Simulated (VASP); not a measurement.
Here is a VASP 6.6.1 calculation.

INCAR

```
  ALGO = Normal
  EDIFF = 1E-7
  ENCUT = 520
  GGA = PE
  ISIF = 2
  ISMEAR = 0
  IVDW = 12
  LASPH = True
  LCHARG = False
  LREAL = False
  LWAVE = False
  NBANDS = 17
  NELM = 100
  PREC = Accurate
  SIGMA = 0.1
```

File KPOINTS:

```
k-points
0
Gamma
  24 24 24
```

The input POSCAR:

```
BeF
1.0
    1.2577613978      0.7261688816      6.5081169053
   -1.2577613978      0.7261688816      6.5081169053
    0.0000000000     -1.4523377631      6.5081169053
Be F
2 2
Direct
    0.3825316404      0.3825316404      0.3825316404
    0.6174683596      0.6174683596      0.6174683596
    0.7631875757      0.7631875757      0.7631875757
    0.2368124243      0.2368124243      0.2368124243
```

Potentials or basis: VASP PAW PBE potentials, release 64 (Be, F).

Run with:

```console
$ cat potpaw_PBE.64/Be/POTCAR potpaw_PBE.64/F/POTCAR > POTCAR
$ mpirun -np 1 vasp_std > vasp.out
```

Estimate the largest force.

0.019 eV/Å.

Predict the band gap on the k mesh.

zero (band 9 reaches 5.93 eV, above the bottom of band 10 at 5.34 eV).

Estimate the pressure.

0.1 GPa.

Estimate the dispersion energy per atom.

-0.147 eV.

Stress tensor (GPa, compression positive):
```
 0.34  0.00  0.00
 0.00  0.34  0.00
 0.00  0.00 -0.24
```

Caveat: pairwise dispersion overbinds metals, which lowers pressure and volume.
